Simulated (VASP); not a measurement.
Input of a VASP 6.6.1 run:

Contents of INCAR:

```
SYSTEM = SiF
ALGO     = Normal         ! electronic algorithm
EDIFF    = 1E-6           ! SCF threshold, eV
ENCUT    = 520            ! plane-wave cutoff, eV
GGA      = PE             ! functional
ISIF     = 2              ! what is computed and relaxed
ISMEAR   = -1             ! smearing method
LASPH    = .TRUE.         ! aspherical terms in the spheres
LCHARG   = .FALSE.        ! write CHGCAR
LREAL    = .FALSE.        ! projectors in reciprocal space
LWAVE    = .FALSE.        ! write WAVECAR
NBANDS   = 12             ! bands
NELM     = 60             ! most SCF steps
PREC     = Accurate       ! precision mode
SIGMA    = 0.05           ! smearing width, eV
```

KPOINTS

```
k-points
0
G
  9 9 9
  0 0 0
```

POSCAR

```
SiF
1.0
    2.9876679553      0.0000000000      0.0000000000
    0.0000000000      2.9876679553      0.0000000000
    0.0000000000      0.0000000000      2.9876679553
Si F
1 1
Direct
    0.5000000000      0.5000000000      0.5000000000
    0.0000000000      0.0000000000      0.0000000000
```

Potentials or basis: VASP PAW PBE potentials, release 64 (Si, F).

Command:

```bash
$ cat potpaw_PBE.64/Si/POTCAR potpaw_PBE.64/F/POTCAR > POTCAR
$ mpirun -np 1 vasp_std > vasp.out
```

Task: Estimate the pressure.

Result: 3.3 GPa.

Caveat: an odd number of electrons without spin polarisation forces a metal; a magnetic or distorted state may lie lower.
